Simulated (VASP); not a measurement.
## Y4Os: single point with PBE

The system is Y4Os.

```
Y Os
1.0
    -3.36779    3.36779    3.36779
     3.36779   -3.36779    3.36779
     3.36779    3.36779   -3.36779
Y Os
4 1
Direct
  0.00000 0.00000 0.50000
  0.00000 0.50000 0.00000
  0.50000 0.00000 0.00000
  0.50000 0.50000 0.50000
  0.00000 0.00000 0.00000
```

```
Program             : VASP 6.6.1
Task                : single point
Functional          : PBE
Potentials or basis : VASP PAW PBE potentials, release 64 (Y_sv, Os)
Cutoff              : 520 eV
k mesh              : 4 × 4 × 4
Occupations         : gaussian, width 0.1 eV
Spin                : collinear spin, ferromagnetic start
Starting moments    : [0.0, 0.0, 0.0, 0.0, 1.0] μB
```

* Pressure: 0.0 GPa
* Band gap on the k mesh: zero (filled and empty bands overlap)
* Net moment: 0.00 μB per cell
* Valence electrons inside the program's atomic spheres: Y 9.56; Os 7.26

Levels at points of the mesh, in eV from the Fermi level:
Spin up:
| k point | band 23 | band 24 | band 25 | band 26 | band 27 | band 28 | band 29 | band 30 |
| --- | --- | --- | --- | --- | --- | --- | --- | --- |
| (0.00, 0.00, 0.00) | -2.51 | -0.93 | -0.93 | 1.05 | 1.05 | 1.05 | 2.21 | 2.21 |
| (0.50, 0.00, 0.00) | -1.27 | -0.96 | -0.82 | -0.09 | 0.04 | 0.51 | 0.55 | 0.86 |
| (0.50, 0.50, 0.50) | -0.96 | -0.96 | -0.96 | -0.52 | -0.52 | -0.52 | 0.23 | 0.23 |
Spin down:
| k point | band 22 | band 23 | band 24 | band 25 | band 26 | band 27 | band 28 | band 29 | band 30 | band 31 |
| --- | --- | --- | --- | --- | --- | --- | --- | --- | --- | --- |
| (0.00, 0.00, 0.00) | -2.60 | -2.51 | -0.93 | -0.93 | 1.05 | 1.05 | 1.05 | 2.21 | 2.21 | 2.52 |
| (0.50, 0.00, 0.00) | -1.28 | -1.27 | -0.96 | -0.82 | -0.09 | 0.04 | 0.51 | 0.55 | 0.86 | 0.93 |
| (0.50, 0.50, 0.50) | -1.69 | -0.96 | -0.96 | -0.96 | -0.52 | -0.52 | -0.52 | 0.23 | 0.23 | 0.23 |

It took 4.4 min on 1 thread of Intel Xeon 6975P-C, with other jobs on the host, peak memory 0.45 GiB.

Caveat: spin-orbit coupling is left out, which moves the levels of the heavy elements.
